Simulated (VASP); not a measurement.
# Y (Fm-3m) in VASP: notebook, part 2 of 2

VASP 6.6.1.

## Step 3: Single point, PBEsol (volume scaled by 1.12)

File INCAR:

```
SYSTEM = Y
  PREC = Accurate
  ENCUT = 520
  EDIFF = 1E-7
  ISMEAR = -1
  SIGMA = 0.1
  LREAL = .FALSE.
  LASPH = .TRUE.
  NELM = 100
  ALGO = Normal
  ISIF = 2
  LWAVE = .FALSE.
  LCHARG = .FALSE.
  GGA = PS
  NBANDS = 12
```

File KPOINTS:

```
Automatic mesh
0
G
  12 12 12
  0 0 0
```

File POSCAR:

```
Y
1.0
    0.0000000000      2.5868589569      2.5868589569
    2.5868589569      0.0000000000      2.5868589569
    2.5868589569      2.5868589569      0.0000000000
Y
1
Direct
    0.0000000000      0.0000000000      0.0000000000
```

Potentials or basis: VASP PAW PBE potentials, release 64 (Y_sv).

The run is started by

```bash
cat potpaw_PBE.64/Y_sv/POTCAR > POTCAR
mpirun -np 1 vasp_std > vasp.out
```

OUTCAR:

```text
SYSTEM = Y
   PREC = Accurate
   ENCUT = 520
   EDIFF = 1E-7
   ISMEAR = -1
   LREAL = .FALSE.
   LASPH = .TRUE.
   NELM = 100
   ISIF = 2
   GGA = PS

 ion  position               nearest neighbor table
   1  0.000  0.000  0.000-

  LATTYP: Found a face centered cubic cell.
 ALAT       =     5.1737179138

  Lattice vectors:

 A1 = (   0.0000000000,   2.5868589569,   2.5868589569)
 A2 = (   2.5868589569,   0.0000000000,   2.5868589569)
 A3 = (   2.5868589569,   2.5868589569,   0.0000000000)

Analysis of symmetry for initial positions (statically):
=====================================================================
 Subroutine PRICEL returns:
 Original cell was already a primitive cell.

 Routine SETGRP: Setting up the symmetry group for a
 face centered cubic supercell.

 Subroutine GETGRP returns: Found 48 space group operations
 (whereof 48 operations were pure point group operations)
 out of a pool of 48 trial point group operations.

The static configuration has the point symmetry O_h .

[... 165 lines left out ...]
  band No.  band energies     occupation
      1     -40.0623      2.00000
      2     -19.8166      2.00000
      3     -19.8166      2.00000
      4     -19.8166      2.00000
      5      -1.9798      2.00000
      6       4.3961      0.00000
      7       4.3961      0.00000
      8       4.3961      0.00000
      9       6.2569      0.00000
     10       6.2569      0.00000
     11      11.5020      0.00000
     12      14.5518      0.00000
[... 331 lines left out ...]
 k-point    24 :      -0.4167    0.1667    0.0000
  band No.  band energies     occupation
      1     -40.0074      2.00000
      2     -20.2376      2.00000
      3     -19.9633      2.00000
      4     -19.8956      2.00000
      5       1.3075      2.00000
      6       2.7543      0.69746
      7       3.7280      0.00006
      8       4.7199      0.00000
      9       7.2474      0.00000
     10       8.1367      0.00000
     11       9.5448      0.00000
     12      12.5639      0.00000

 [... further k-points ...]

------------------------ aborting loop because EDIFF is reached ----------------------------------------

  FORCE on cell =-STRESS in cart. coord.  units (eV):
  Direction    XX          YY          ZZ          XY          YZ          ZX
  --------------------------------------------------------------------------------------
  -------------------------------------------------------------------------------------
  Total       -0.8470859     -0.8470859     -0.8470859     -0.0000000     -0.0000000     -0.0000000
  in kB      -39.2003378    -39.2003378    -39.2003378     -0.0000000     -0.0000000     -0.0000000
  external PRESSURE =     -39.2003378 kB  Pullay stress =       0.0000000 kB

 VOLUME and BASIS-vectors are now :
 -----------------------------------------------------------------------------
  energy-cutoff  :      520.00
  volume of cell :       34.62
      direct lattice vectors                 reciprocal lattice vectors
     0.000000000  2.586858957  2.586858957    -0.193284600  0.193284600  0.193284600
     2.586858957  0.000000000  2.586858957     0.193284600 -0.193284600  0.193284600
     2.586858957  2.586858957  0.000000000     0.193284600  0.193284600 -0.193284600

 POSITION                                       TOTAL-FORCE (eV/Angst)
 -----------------------------------------------------------------------------------
      0.00000      0.00000      0.00000         0.000000      0.000000      0.000000
 -----------------------------------------------------------------------------------
    total drift:                               -0.000000     -0.000000     -0.000000

  FREE ENERGIE OF THE ION-ELECTRON SYSTEM (eV)
  ---------------------------------------------------
  free  energy   TOTEN  =        -6.7758966362 eV

  energy  without entropy=       -6.7158725323  energy(sigma->0) =       -6.74588458
```

OSZICAR:

```text
N       E                     dE             d eps       ncg     rms          rms(c)
DAV:   1     0.261446178106E+02    0.26145E+02   -0.55531E+03  1736   0.821E+02
DAV:   2    -0.556880791181E+01   -0.31713E+02   -0.30869E+02  2096   0.170E+02
DAV:   3    -0.698656063066E+01   -0.14178E+01   -0.13959E+01  2432   0.228E+01
DAV:   4    -0.702835106377E+01   -0.41790E-01   -0.41773E-01  1952   0.393E+00
DAV:   5    -0.702915766096E+01   -0.80660E-03   -0.80654E-03  2276   0.463E-01    0.220E+01
DAV:   6    -0.682382893823E+01    0.20533E+00   -0.22407E-01  1824   0.307E+00    0.134E+01
DAV:   7    -0.678007663707E+01    0.43752E-01   -0.31290E-01  2032   0.358E+00    0.112E+00
DAV:   8    -0.677610301194E+01    0.39736E-02   -0.39346E-02  2020   0.150E+00    0.194E-01
DAV:   9    -0.677594050015E+01    0.16251E-03   -0.83332E-04  2072   0.240E-01    0.101E-01
DAV:  10    -0.677589702263E+01    0.43478E-04   -0.20828E-04  1972   0.120E-01    0.336E-02
DAV:  11    -0.677589745570E+01   -0.43308E-06   -0.21576E-05  1984   0.383E-02    0.141E-02
DAV:  12    -0.677589698048E+01    0.47523E-06   -0.96327E-07  2092   0.873E-03    0.764E-03
DAV:  13    -0.677589665085E+01    0.32963E-06   -0.36613E-07  1980   0.430E-03    0.289E-04
DAV:  14    -0.677589663622E+01    0.14629E-07   -0.10565E-08  1040   0.757E-04
   1 F= -.67758966E+01 E0= -.67458846E+01  d E =-.600241E-01
```

Run time: 16 s. Hardware: 1 thread of Intel Xeon 6975P-C (Granite Rapids), shared host; peak memory 0.18 GiB.

What came out:

```yaml
Free_energy: -6.7759 eV
Pressure: -3.9 GPa
```

Levels at points of the mesh, in eV from the Fermi level:
| k point | band 1 | band 2 | band 3 | band 4 | band 5 | band 6 | band 7 | band 8 | band 9 | band 10 |
| --- | --- | --- | --- | --- | --- | --- | --- | --- | --- | --- |
| (0.00, 0.00, 0.00) | -42.75 | -22.51 | -22.51 | -22.51 | -4.67 | 1.70 | 1.70 | 1.70 | 3.57 | 3.57 |
| (0.50, 0.00, 0.00) | -42.70 | -22.97 | -22.57 | -22.57 | -1.92 | 0.47 | 1.55 | 1.55 | 4.91 | 4.91 |
| (0.50, 0.50, 0.00) | -42.69 | -22.94 | -22.68 | -22.68 | -1.62 | -0.77 | 1.83 | 4.92 | 5.30 | 5.30 |

Caveat: the cell differs from its parent crystal (volume scaled by 1.12); the PAW data sets were made with another functional, which shifts forces and pressure a little.

## Step 4: Relaxation of cell and atoms, PBEsol

This run uses another cell than the first one, of 33.01 Å³/atom, 1.112 times its volume.

File INCAR:

```
SYSTEM = Y
PREC     = Accurate       ! precision mode
ENCUT    = 600            ! plane-wave cutoff, eV
EDIFF    = 1E-6           ! SCF threshold, eV
ISMEAR   = -1             ! smearing method
SIGMA    = 0.1            ! smearing width, eV
LREAL    = .False.        ! projectors in reciprocal space
LASPH    = .True.         ! aspherical terms in the spheres
NELM     = 80             ! most SCF steps
ALGO     = Normal         ! electronic algorithm
ISIF     = 3              ! what is computed and relaxed
LWAVE    = .False.        ! write WAVECAR
LCHARG   = .False.        ! write CHGCAR
GGA      = PS             ! functional
IBRION   = 2              ! ionic algorithm
NSW      = 80             ! ionic steps
EDIFFG   = -0.01          ! ionic threshold
```

File KPOINTS:

```
regular mesh
0
Gamma
  11 11 11
  0 0 0
```

File POSCAR:

```
Y
1.0
    0.0000000000      2.5461215815      2.5461215815
    2.5461215815      0.0000000000      2.5461215815
    2.5461215815      2.5461215815      0.0000000000
Y
1
Direct
    0.0000000000      0.0000000000      0.0000000000
```

The run is started by

```bash
cat potpaw_PBE.64/Y_sv/POTCAR > POTCAR
mpirun -np 1 vasp_std > vasp.out
```

Run time: 27 s. Hardware: 1 thread of Intel Xeon 6975P-C (Granite Rapids), shared host; peak memory 0.2 GiB.

Results (log left out):

- Free energy: -6.8267 eV
- Relaxed volume: 30.83 Å³/atom
- Relaxed cell: a = 3.520 Å, b = 3.520 Å, c = 3.520 Å, α = 60.00°, β = 60.00°, γ = 60.00°
- Space group after relaxing (to 0.05 Å): Fm-3m (No. 225)
- Energy gained by relaxing: 17.9 meV/atom
- Ionic steps: 3
- Pressure after relaxing: 0.0 GPa

The path:
```tsv
step	energy change (eV)	largest force (eV/Å)	pressure (GPa)	volume (Å³)
1	0.0000	0.0000	-2.50	33.01
2	-0.0177	0.0000	0.30	30.61
3	-0.0179	0.0000	0.00	30.83
```

Final structure:
```
CELL_PARAMETERS angstrom
0.00000 2.48878 2.48878
2.48878 0.00000 2.48878
2.48878 2.48878 0.00000
ATOMIC_POSITIONS crystal
Y 0.00000 0.00000 0.00000
```

Levels at points of the mesh, in eV from the Fermi level:
```csv
k point,band 2,band 3,band 4,band 5,band 6,band 7,band 8,band 9
"(0.00, 0.00, 0.00)",-22.13,-22.13,-22.13,-4.85,1.83,1.83,1.83,3.98
```

Caveat: the PAW data sets were made with another functional, which shifts forces and pressure a little.

## Step 5: The runs side by side

| task | cell | k mesh | cutoff (eV) | gap on the mesh (eV) | pressure (GPa) |
| --- | --- | --- | --- | --- | --- |
| single point | a = 3.475 Å, angles 60.0°, 1 atom | 12 × 12 × 12 | 520 | none | 1.7 |
| single point | a = 3.658 Å, angles 60.0°, 1 atom | 12 × 12 × 12 | 520 | none | -3.9 |
| relaxation of cell and atoms | relaxed from a = 3.601 Å, angles 60.0°, 1 atom | 11 × 11 × 11 | 600 | none | 0.0 |

Alike in all rows: level PBEsol; potentials or basis VASP PAW PBE potentials, release 64 (Y_sv); no spin polarisation; smearing fermi-dirac 0.1 eV.

Caveats: the PAW data sets were made with another functional, which shifts forces and pressure a little.

Absolute energies hang on the potentials; compare differences alone.
